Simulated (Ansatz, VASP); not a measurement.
**SrGa2B2: VASP beside Ansatz**

```
Ga B Sr
1.0
     2.21762    3.84103    0.00000
    -2.21762    3.84103    0.00000
     0.00000    0.00000    4.74397
Ga B Sr
2 2 1
Direct
  0.33330 0.33340 0.46560
  0.66670 0.66660 0.53440
  0.33330 0.33340 0.10670
  0.66670 0.66660 0.89330
  0.00000 0.00000 0.00000
```

Alike in both runs: task single point; functional PBE; k mesh 9 × 9 × 7; occupations fermi-dirac, width 0.0143 eV; no spin polarisation.

|  | VASP | Ansatz |
| --- | --- | --- |
| version | VASP 6.6.1 | Ansatz 0.2.0 |
| potentials or method | VASP PAW PBE potentials, release 64 (Ga_d, B, Sr_sv), cutoff 520 eV | PAW plane waves |
| valence electrons in the cell | 42 | 42 |

Ansatz gave:

```
pressure (GPa)                                                : 23.6
traceless stress, the component that is largest in VASP (GPa) : 28.20
rms of the force components (eV/Å)                            : 3.830
```

**Question.** What did VASP give for the same quantities?

**Answer.** Pressure (GPa): 23.9; traceless stress, the component that is largest in VASP (GPa): 28.06; rms of the force components (eV/Å): 3.832.

Atom by atom the forces differ by 0.004 eV/Å (rms over components). Ansatz's warnings: structure snapped to symmetry.
